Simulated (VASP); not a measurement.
Write the native input for VASP 6.6.1 that does the following.

| Item | Value |
| --- | --- |
| Task | single point |
| Functional | PBE |
| Dispersion | D3(BJ) |
| Potentials or basis | VASP PAW PBE potentials, release 64 (In_d, P) |
| Cutoff | 520 eV |
| k mesh | 8 × 8 × 8 |
| Occupations | fermi-dirac, width 0.05 eV |
| Spin | no spin polarisation |
| Dipole correction | no |
| Further INCAR settings | ALGO = Normal; EDIFF = 1e-06; NBANDS = 16 |

The structure of InP lies in POSCAR:

```
InP
1.0
    0.0000000000      2.7326778890      2.7326778890
    2.7326778890      0.0000000000      2.7326778890
    2.7326778890      2.7326778890      0.0000000000
In P
1 1
Direct
    0.0000000000      0.0000000000      0.0000000000
    0.5000000000      0.5000000000      0.5000000000
```

One way to write it, as run:

INCAR

```
SYSTEM = InP
PREC     = Accurate       ! precision mode
ENCUT    = 520            ! plane-wave cutoff, eV
EDIFF    = 1E-6           ! SCF threshold, eV
ISMEAR   = -1             ! smearing method
SIGMA    = 0.05           ! smearing width, eV
LREAL    = .False.        ! projectors in reciprocal space
LASPH    = .True.         ! aspherical terms in the spheres
NELM     = 100            ! most SCF steps
ALGO     = Normal         ! electronic algorithm
ISIF     = 2              ! what is computed and relaxed
LWAVE    = .False.        ! write WAVECAR
LCHARG   = .False.        ! write CHGCAR
GGA      = PE             ! functional
IVDW     = 12             ! dispersion correction
NBANDS   = 16             ! bands
```

KPOINTS

```
Automatic mesh
0
Gamma
  8 8 8
  0 0 0
```

Potentials or basis: VASP PAW PBE potentials, release 64 (In_d, P).

Launch:

```sh
$ cat potpaw_PBE.64/In_d/POTCAR potpaw_PBE.64/P/POTCAR > POTCAR
$ mpirun -np 1 vasp_std > vasp.out
```

Results of the run:

| Property | Result |
| --- | --- |
| Pressure | 0.0 GPa |
| Band gap on the k mesh | zero (band 9 reaches 7.85 eV, above the bottom of band 10 at 5.08 eV) |
| Dispersion energy per atom | -0.391 eV |

Caveat: spin-orbit coupling is left out, which moves the levels of the heavy elements; pairwise dispersion overbinds metals, which lowers pressure and volume.

It took 59 s on 1 thread of AMD EPYC 7R13 (shared host), peak memory 0.15 GiB.
